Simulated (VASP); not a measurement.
# Al2Cu (Fmmm) in VASP: a series of runs, part 2 of 2

VASP 6.6.1. Earlier steps stand in the parts before.

### Step 3. Single point, PBE

The input, INCAR:

```
PREC     = Accurate       # precision mode
ENCUT    = 520            # plane-wave cutoff, eV
EDIFF    = 1E-6           # SCF threshold, eV
ISMEAR   = 0              # smearing method
SIGMA    = 0.15           # smearing width, eV
LREAL    = False          # projectors in reciprocal space
LASPH    = True           # aspherical terms in the spheres
NELM     = 60             # most SCF steps
ALGO     = Fast           # electronic algorithm
ISIF     = 2              # what is computed and relaxed
LWAVE    = False          # write WAVECAR
LCHARG   = False          # write CHGCAR
GGA      = PE             # functional
NBANDS   = 16             # bands
```

The input, KPOINTS:

```
Automatic mesh
0
Gamma
  14 14 14
```

The input, POSCAR:

```
Al2Cu
1.0
   -2.0479740730      2.0479740730      2.9587710369
    2.0479740730     -2.0479740730      2.9587710369
    1.9935877002      1.9935877002     -2.9587710369
Al Cu
2 1
Direct
    0.7500000000      0.2500000000      0.5000000000
    0.2500000000      0.7500000000      0.5000000000
    0.5000000000      0.5000000000      0.0000000000
```

Potentials or basis: VASP PAW PBE potentials, release 64 (Al, Cu).

Started as:

```bash
$ cat potpaw_PBE.64/Al/POTCAR potpaw_PBE.64/Cu/POTCAR > POTCAR
$ mpirun -np 1 vasp_std > vasp.out
```

OUTCAR:

```text
PREC = Accurate
   ENCUT = 520
   EDIFF = 1E-6
   ISMEAR = 0
   LREAL = False
   LASPH = True
   NELM = 60
   ISIF = 2
   GGA = PE

 ion  position               nearest neighbor table
   1  0.750  0.250  0.500-   3 2.50   3 2.50   3 2.50   3 2.50   2 2.82   2 2.82   2 2.90   2 2.90
                             2 2.96   2 2.96
   2  0.250  0.750  0.500-   3 2.50   3 2.50   3 2.50   3 2.50   1 2.82   1 2.82   1 2.90   1 2.90
                             1 2.96   1 2.96
   3  0.500  0.500  0.000-   2 2.50   1 2.50   1 2.50   2 2.50   1 2.50   2 2.50   2 2.50   1 2.50

  LATTYP: Found a face centered orthorhombic cell.
 ALAT       =     5.6387175268
[... 648 lines left out ...]

 [... further k-points ...]
[... 5 lines left out ...]
  --------------------------------------------------------------------------------------
  -------------------------------------------------------------------------------------
  Total        0.4140414      0.4140414     -0.4948969      0.4198901     -0.0000000      0.0000000
  in kB       13.7285049     13.7285049    -16.4094558     13.9224310     -0.0000000      0.0000000
  external PRESSURE =       3.6825180 kB  Pullay stress =       0.0000000 kB

 VOLUME and BASIS-vectors are now :
 -----------------------------------------------------------------------------
  energy-cutoff  :      520.00
  volume of cell :       48.32
      direct lattice vectors                 reciprocal lattice vectors
    -2.047974073  2.047974073  2.958771037     0.003330200  0.247473916  0.168989082
     2.047974073 -2.047974073  2.958771037     0.247473916  0.003330200  0.168989082
     1.993587700  1.993587700 -2.958771037     0.250804116  0.250804116  0.000000000

 POSITION                                       TOTAL-FORCE (eV/Angst)
 -----------------------------------------------------------------------------------
     -0.02719      2.02078      1.47939        -0.000000      0.000000      0.000000
      2.02078     -0.02719      1.47939         0.000000     -0.000000     -0.000000
      0.00000      0.00000      2.95877        -0.000000      0.000000      0.000000
 -----------------------------------------------------------------------------------
    total drift:                               -0.000000      0.000000     -0.000000

  FREE ENERGIE OF THE ION-ELECTRON SYSTEM (eV)
  ---------------------------------------------------
  free  energy   TOTEN  =       -11.7362232553 eV

  energy  without entropy=      -11.7261267495  energy(sigma->0) =      -11.73117500
```

OSZICAR:

```text
N       E                     dE             d eps       ncg     rms          rms(c)
DAV:   1     0.617677723113E+02    0.61768E+02   -0.68279E+03 13736   0.112E+03
DAV:   2    -0.114942488839E+02   -0.73262E+02   -0.64685E+02 14608   0.198E+02
DAV:   3    -0.140052220740E+02   -0.25110E+01   -0.24567E+01 18688   0.419E+01
DAV:   4    -0.140599185627E+02   -0.54696E-01   -0.54678E-01 16352   0.527E+00
DAV:   5    -0.140626505071E+02   -0.27319E-02   -0.27319E-02 21400   0.130E+00    0.151E+01
RMM:   6    -0.164172510454E+02   -0.23546E+01   -0.39197E+01 17209   0.947E+01    0.131E+01
RMM:   7    -0.118379043784E+02    0.45793E+01   -0.11350E+01 15546   0.535E+01    0.168E+00
RMM:   8    -0.117522497477E+02    0.85655E-01   -0.65641E-01 14688   0.126E+01    0.772E-01
RMM:   9    -0.117356170555E+02    0.16633E-01   -0.10430E-01 15221   0.186E+00    0.204E-01
RMM:  10    -0.117373183961E+02   -0.17013E-02   -0.92617E-03 18152   0.842E-01    0.208E-01
RMM:  11    -0.117364654390E+02    0.85296E-03   -0.27291E-03 17808   0.495E-01    0.827E-02
RMM:  12    -0.117363878547E+02    0.77584E-04   -0.85507E-04 19325   0.272E-01    0.981E-02
RMM:  13    -0.117362208439E+02    0.16701E-03   -0.27315E-04 17995   0.182E-01    0.205E-02
RMM:  14    -0.117362348795E+02   -0.14036E-04   -0.84280E-05 19509   0.715E-02    0.266E-02
RMM:  15    -0.117362301088E+02    0.47707E-05   -0.12060E-05 18521   0.326E-02    0.269E-02
RMM:  16    -0.117362229956E+02    0.71132E-05   -0.19657E-05 17064   0.588E-02    0.837E-03
RMM:  17    -0.117362232553E+02   -0.25978E-06   -0.24514E-06 14115   0.148E-02
   1 F= -.11736223E+02 E0= -.11731175E+02  d E =-.100965E-01
```

Run time: 4.2 min. Hardware: 1 thread of AMD EPYC 9R45 (Zen 5), shared host; peak memory 0.4 GiB.

Results:

| Property | Result |
| --- | --- |
| Free energy | -11.7362 eV |
| Pressure | 0.4 GPa |

Stress tensor (GPa, compression positive):
```
 1.37  1.39  0.00
 1.39  1.37  0.00
 0.00  0.00 -1.64
```

Levels at points of the mesh, in eV from the Fermi level:
| k point | band 7 | band 8 | band 9 | band 10 | band 11 | band 12 |
| --- | --- | --- | --- | --- | --- | --- |
| (0.00, 0.00, 0.00) | 2.58 | 2.74 | 2.88 | 2.92 | 3.11 | 3.11 |
| (0.50, 0.00, 0.00) | -3.86 | 0.43 | 0.78 | 2.69 | 2.92 | 3.84 |
| (0.50, 0.50, 0.00) | -3.67 | -2.11 | -1.76 | 0.29 | 1.58 | 8.88 |
| (0.00, 0.00, 0.50) | -3.61 | -2.19 | -2.03 | -0.03 | 1.41 | 8.97 |
| (0.50, 0.50, 0.50) | -3.74 | -1.90 | -1.70 | 0.53 | 1.69 | 8.92 |

Caveat: the cell differs from its parent crystal (strain +e along x and -e along y -0.0133, strain +e along z and -e/2 along x and y +0.0233).
